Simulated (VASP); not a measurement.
# Al2Cu (P4/mmm) in VASP: a series of runs

Al2Cu is run at these levels: r2SCAN; tasks: single point.

All numbers are computed with VASP 6.6.1; they aren't measurements. Logs are shortened: lines on timing, memory, paths and dates and some standing lists are left out, and cuts for length are marked.

### 1 The cell of the first run

It takes space group P4/mmm (No. 123, tetragonal). The conventional cell has a = 4.089 Å, b = 4.089 Å, c = 2.852 Å, α = 90.00°, β = 90.00°, γ = 90.00°. Within 3.3 Å of Al (site symmetry mmm) lie 4 Cu at 2.49 Å and 6 Al at 2.85 to 2.89 Å. Within 3.3 Å of Cu (site symmetry 4/mmm) lie 8 Al at 2.49 Å and 2 Cu at 2.85 Å.

### 2 Single point, r2SCAN

Contents of POSCAR:

```
Al2Cu
1.0
    4.0890984987      0.0000000000      0.0000000000
    0.0000000000      4.0890984987      0.0000000000
    0.0000000000      0.0000000000      2.8518252531
Al Cu
2 1
Direct
    0.5000000000      0.0000000000      0.5000000000
    0.0000000000      0.5000000000      0.5000000000
    0.0000000000      0.0000000000      0.0000000000
```

Contents of INCAR.step1:

```
SYSTEM = Al2Cu
  ALGO = Normal
  EDIFF = 1E-4
  ENCUT = 520
  GGA = PE
  ISMEAR = 0
  LASPH = .TRUE.
  LCHARG = .FALSE.
  LREAL = .FALSE.
  LWAVE = .TRUE.
  NBANDS = 16
  NELM = 60
  PREC = Accurate
  SIGMA = 0.1
```

Contents of INCAR.step2:

```
SYSTEM = Al2Cu
  ALGO = Normal
  EDIFF = 1E-6
  ENCUT = 520
  ISIF = 2
  ISMEAR = 0
  ISTART = 1
  LASPH = .TRUE.
  LCHARG = .TRUE.
  LELF = .TRUE.
  LMIXTAU = .TRUE.
  LREAL = .FALSE.
  LVHAR = .TRUE.
  LWAVE = .FALSE.
  METAGGA = R2SCAN
  NBANDS = 16
  NELM = 60
  PREC = Accurate
  SIGMA = 0.1
```

Contents of KPOINTS:

```
k-points
0
G
  10 10 14
  0 0 0
```

Potentials or basis: VASP PAW PBE potentials, release 64 (Al, Cu).

On the command line:

```console
> cat potpaw_PBE.64/Al/POTCAR potpaw_PBE.64/Cu/POTCAR > POTCAR
> cp INCAR.step1 INCAR
> mpirun -np 1 vasp_std > vasp.out
> cp INCAR.step2 INCAR
> mpirun -np 1 vasp_std > vasp.out
```

OUTCAR:

```text
SYSTEM = Al2Cu
   EDIFF = 1E-6
   ENCUT = 520
   ISIF = 2
   ISMEAR = 0
   ISTART = 1
   LASPH = .TRUE.
   LREAL = .FALSE.
   METAGGA = R2SCAN
   NELM = 60
   PREC = Accurate

 ion  position               nearest neighbor table
   1  0.500  0.000  0.500-   3 2.49   3 2.49   3 2.49   3 2.49   2 2.89   2 2.89   2 2.89   2 2.89

   2  0.000  0.500  0.500-   3 2.49   3 2.49   3 2.49   3 2.49   1 2.89   1 2.89   1 2.89   1 2.89

   3  0.000  0.000  0.000-   1 2.49   2 2.49   1 2.49   2 2.49   2 2.49   2 2.49   1 2.49   1 2.49

  LATTYP: Found a simple tetragonal cell.
 ALAT       =     4.0890984987
 C/A-ratio  =     0.6974215109

  Lattice vectors:

 A1 = (   4.0890984987,   0.0000000000,   0.0000000000)
 A2 = (   0.0000000000,   4.0890984987,   0.0000000000)
 A3 = (   0.0000000000,   0.0000000000,   2.8518252531)

Analysis of symmetry for initial positions (statically):
=====================================================================
 Subroutine PRICEL returns:
 Original cell was already a primitive cell.

 Routine SETGRP: Setting up the symmetry group for a
 simple tetragonal supercell.

 Subroutine GETGRP returns: Found 16 space group operations
 (whereof 16 operations were pure point group operations)
 out of a pool of 16 trial point group operations.

The static configuration has the point symmetry D_4h.

Analysis of symmetry for dynamics (positions and initial velocities):
=====================================================================
 Subroutine PRICEL returns:
 Original cell was already a primitive cell.

 Routine SETGRP: Setting up the symmetry group for a
 simple tetragonal supercell.

 Subroutine GETGRP returns: Found 16 space group operations
 (whereof 16 operations were pure point group operations)
 out of a pool of 16 trial point group operations.

The dynamic configuration has the point symmetry D_4h.

 Subroutine INISYM returns: Found 16 space group operations
 (whereof 16 operations are pure point group operations),
 and found     1 'primitive' translations

----------------------------------------------------------------------------------------

                                     Primitive cell

  volume of cell :      47.6846

  direct lattice vectors                    reciprocal lattice vectors
     4.089098499  0.000000000  0.000000000     0.244552681  0.000000000  0.000000000
     0.000000000  4.089098499  0.000000000     0.000000000  0.244552681  0.000000000
     0.000000000  0.000000000  2.851825253     0.000000000  0.000000000  0.350652621

  length of vectors
     4.089098499  4.089098499  2.851825253     0.244552681  0.244552681  0.350652621
[... 87 lines left out ...]
   IBRION =     -1    ionic relax: 0-MD 1-quasi-New 2-CG
   NFREE  =      0    steps in history (QN), initial steepest desc. (CG)
   ISIF   =      2    stress and relaxation
   ISYM   =      2    0-nonsym 1-usesym 2-fastsym
   POTIM  = 0.5000    time-step for ionic-motion
   TEBEG  =    0.0;   TEEND  =   0.0 temperature during run
   PSTRESS=    0.0 pullay stress
   NELECT =      17.0000    total number of electrons
   NUPDOWN=      -1.0000    fix difference up-down
   EMIN   =  10.00;   EMAX   =-10.00  energy-range for DOS
   EFERMI =   0.00;   METHOD = LEGACY
   ISMEAR =     0;   SIGMA  =   0.10  broadening in eV -4-tet -1-fermi 0-gaus
   EFERMI_NEDOS =   21; number of points for ismear=-14 and -15
   IALGO  =     38    algorithm
   IMIX   =      4    mixing-type and parameters
     AMIX     =   0.40;   BMIX     =  1.00
     AMIX_MAG =   1.60;   BMIX_MAG =  1.00
  volume/ion in A,a.u.               =      15.89       107.26
  Fermi-wavevector in a.u.,A,eV,Ry     =   1.160821  2.193633 18.333912  1.347505
  Thomas-Fermi vector in A             =   2.297399
   LORBIT       =      0    0 simple, 1 ext, 2 COOP (PROOUT), +10 PAW based schemes
   METAGGA = R2SCAN    functional components
   LHFCALC =     F    Hartree Fock is set to
   AEXX    =    0.0000 exact exchange contribution
   IVDW    =     0    specifies the selected vdW correction
   LEPSILON=     F    determine dielectric tensor
   LRPA    =     F    only Hartree local field effects (RPA)
 non-spin polarized calculation
 Gauss-broadening in eV      SIGMA  =   0.10
  energy-cutoff  :      520.00
  volume of cell :       47.68
 maximum number of plane-waves:      1312
   NGX = 15   NGY = 15   NGZ = 11

 number of electron      16.9999978 magnetization

 Free energy of the ion-electron system (eV)
  ---------------------------------------------------
  ext. energy  EPLUGINS =         0.00000000
  ---------------------------------------------------
  free energy    TOTEN  =       -24.41709742 eV

  energy without entropy =      -24.41227314  energy(sigma->0) =      -24.41468528

 E-fermi :   7.2969     XC(G=0): -11.2127

 val. band max:        7.2903857443   @ k =   0.2000   0.1000   0.5000
 cond. band min:       7.3111888408   @ k =   0.3000   0.2000   0.2857
 fundamental gap:      0.0208030965
 Fermi energy:         7.2968823183

 k-point     1 :       0.0000    0.0000    0.0000
  band No.  band energies     occupation
      1      -3.9350      2.00000
      2       1.6071      2.00000
      3       2.1169      2.00000
      4       2.7983      2.00000
      5       3.0657      2.00000
      6       3.0657      2.00000
[... 433 lines left out ...]
      3       2.0865      2.00000
      4       2.7122      2.00000
      5       2.8934      2.00000
      6       2.9763      2.00000
[... 8 lines left out ...]
     15      18.0237      0.00000
     16      18.4506      0.00000

 [... further k-points ...]

------------------------ aborting loop because EDIFF is reached ----------------------------------------

  FORCE on cell =-STRESS in cart. coord.  units (eV):
  Direction    XX          YY          ZZ          XY          YZ          ZX
  --------------------------------------------------------------------------------------
  -------------------------------------------------------------------------------------
  Total       -0.0862612     -0.0862612     -0.0723790      0.0000000      0.0000000      0.0000000
  in kB       -2.8983314     -2.8983314     -2.4318957      0.0000000      0.0000000      0.0000000
  external PRESSURE =      -2.7428528 kB  Pullay stress =       0.0000000 kB

 VOLUME and BASIS-vectors are now :
 -----------------------------------------------------------------------------
  energy-cutoff  :      520.00
  volume of cell :       47.68
      direct lattice vectors                 reciprocal lattice vectors
     4.089098499  0.000000000  0.000000000     0.244552681  0.000000000  0.000000000
     0.000000000  4.089098499  0.000000000     0.000000000  0.244552681  0.000000000
     0.000000000  0.000000000  2.851825253     0.000000000  0.000000000  0.350652621

 POSITION                                       TOTAL-FORCE (eV/Angst)
 -----------------------------------------------------------------------------------
      2.04455      0.00000      1.42591         0.000000      0.000000      0.000000
      0.00000      2.04455      1.42591         0.000000      0.000000      0.000000
      0.00000      0.00000      0.00000         0.000000      0.000000      0.000000
 -----------------------------------------------------------------------------------
    total drift:                                0.000000      0.000000      0.000000

  FREE ENERGIE OF THE ION-ELECTRON SYSTEM (eV)
  ---------------------------------------------------
  free  energy   TOTEN  =       -24.4170974160 eV

  energy  without entropy=      -24.4122731413  energy(sigma->0) =      -24.41468528
```

OUTCAR.step1:

```text
SYSTEM = Al2Cu
   EDIFF = 1E-4
   ENCUT = 520
   GGA = PE
   ISMEAR = 0
[... 684 lines left out ...]
      2.04455      0.00000      1.42591         0.000000      0.000000      0.000000
      0.00000      2.04455      1.42591         0.000000      0.000000      0.000000
      0.00000      0.00000      0.00000         0.000000      0.000000      0.000000
 -----------------------------------------------------------------------------------
    total drift:                               -0.000000      0.000000      0.000000

  FREE ENERGIE OF THE ION-ELECTRON SYSTEM (eV)
  ---------------------------------------------------
  free  energy   TOTEN  =       -11.2852059726 eV

  energy  without entropy=      -11.2804213835  energy(sigma->0) =      -11.28281368
```

It took 10 min on 1 thread of Intel Xeon 8259CL, shared host; peak memory 0.26 GiB.

Results:

```yaml
Free_energy: -24.4171 eV
Pressure: -0.3 GPa
Band_gap_on_the_k_mesh: zero (an odd number of electrons rules out a gap without spin polarisation)
```

Caveat: the PAW data sets were made with another functional, which shifts forces and pressure a little.

### 3 Single point, r2SCAN

Contents of POSCAR:

```
Al2Cu
1.0
    4.0927413368      0.0000000000      0.0000000000
    0.0000000000      4.0927413368      0.0000000000
    0.0000000000      0.0000000000      2.8499828355
Al Cu
2 1
Direct
    0.5000000000      0.0000000000      0.5000000000
    0.0000000000      0.5000000000      0.5000000000
    0.0000000000      0.0000000000      0.0000000000
```

Contents of INCAR.step1:

```
SYSTEM = Al2Cu
ALGO     = Normal         ! electronic algorithm
EDIFF    = 1E-4           ! SCF threshold, eV
ENCUT    = 520            ! plane-wave cutoff, eV
GGA      = PE             ! functional
ISMEAR   = -1             ! smearing method
LASPH    = .True.         ! aspherical terms in the spheres
LCHARG   = .False.        ! write CHGCAR
LREAL    = .False.        ! projectors in reciprocal space
LWAVE    = .True.         ! write WAVECAR
NBANDS   = 16             ! bands
NELM     = 60             ! most SCF steps
PREC     = Accurate       ! precision mode
SIGMA    = 0.15           ! smearing width, eV
```

Contents of INCAR.step2:

```
SYSTEM = Al2Cu
ALGO     = Normal         ! electronic algorithm
EDIFF    = 1E-7           ! SCF threshold, eV
ENCUT    = 520            ! plane-wave cutoff, eV
ISIF     = 2              ! what is computed and relaxed
ISMEAR   = -1             ! smearing method
ISTART   = 1            
LASPH    = .True.         ! aspherical terms in the spheres
LCHARG   = .False.        ! write CHGCAR
LMIXTAU  = .True.       
LREAL    = .False.        ! projectors in reciprocal space
LWAVE    = .False.        ! write WAVECAR
METAGGA  = R2SCAN         ! meta-GGA
NBANDS   = 16             ! bands
NELM     = 60             ! most SCF steps
PREC     = Accurate       ! precision mode
SIGMA    = 0.15           ! smearing width, eV
```

Contents of KPOINTS:

```
k-points
0
Gamma
  10 10 14
  0 0 0
```

Potentials or basis: VASP PAW PBE potentials, release 64 (Al, Cu).

On the command line:

```console
> cat potpaw_PBE.64/Al/POTCAR potpaw_PBE.64/Cu/POTCAR > POTCAR
> cp INCAR.step1 INCAR
> mpirun -np 1 vasp_std > vasp.out
> cp INCAR.step2 INCAR
> mpirun -np 1 vasp_std > vasp.out
```

It took 12 min on 1 thread of Intel Xeon 8259CL, shared host; peak memory 0.26 GiB.

It converged, with:

| Property | Result |
| --- | --- |
| Free energy | -24.4451 eV |
| Pressure | -0.2 GPa |
| Band gap on the k mesh | zero (an odd number of electrons rules out a gap without spin polarisation) |

Levels at points of the mesh, in eV from the Fermi level:
```tsv
k point	band 5	band 6	band 7	band 8	band 9	band 10	band 11	band 12	band 13	band 14
(0.00, 0.00, 0.00)	-4.23	-4.23	-2.65	-2.65	0.05	1.00	6.63	6.63	6.79	7.30
(0.50, 0.00, 0.00)	-4.55	-4.26	-4.23	-1.26	1.61	1.91	2.12	8.24	8.91	9.96
(0.50, 0.50, 0.00)	-4.58	-4.46	-4.25	-4.25	-2.57	8.99	8.99	10.17	10.56	10.95
(0.00, 0.00, 0.50)	-5.02	-4.30	-3.13	2.63	2.76	2.76	2.83	2.83	3.33	4.57
(0.50, 0.00, 0.50)	-4.38	-4.35	-3.29	-2.56	-1.70	3.98	4.15	4.66	5.66	6.44
(0.50, 0.50, 0.50)	-4.14	-3.72	-2.49	-2.49	-0.94	-0.80	0.19	0.19	2.70	12.65
```

Caveat: the PAW data sets were made with another functional, which shifts forces and pressure a little.

The gap in the log of VASP goes by the Fermi energy; the results here count the filled bands.